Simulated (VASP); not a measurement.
A run of VASP 6.6.1:

Contents of INCAR:

```
SYSTEM = Pd
PREC = Accurate
ENCUT = 520
EDIFF = 1E-6
ISMEAR = 1
SIGMA = 0.1
LREAL = .False.
LASPH = .True.
NELM = 100
ALGO = Normal
ISIF = 2
LWAVE = .False.
LCHARG = .True.
GGA = PS
IVDW = 12
LELF = .True.
LVHAR = .True.
NBANDS = 11
```

File KPOINTS:

```
Automatic mesh
0
Gamma
  12 12 12
  0 0 0
```

POSCAR

```
Pd
1.0
    0.0000000000      1.9465000000      1.9465000000
    1.9465000000      0.0000000000      1.9465000000
    1.9465000000      1.9465000000      0.0000000000
Pd
1
Direct
    0.0000000000      0.0000000000      0.0000000000
```

Potentials or basis: VASP PAW PBE potentials, release 64 (Pd).

Command:

```bash
$ cat potpaw_PBE.64/Pd/POTCAR > POTCAR
$ mpirun -np 1 vasp_std > vasp.out
```

Hardware: 1 thread of AMD EPYC 9R45 (Zen 5), on a shared host.

Task: Estimate the wall time of this run.

Result: Wall time 11 s on 1 thread of AMD EPYC 9R45 (Zen 5) (shared host), peak memory 0.11 GiB. Counts: scf iterations 12, k points 72.
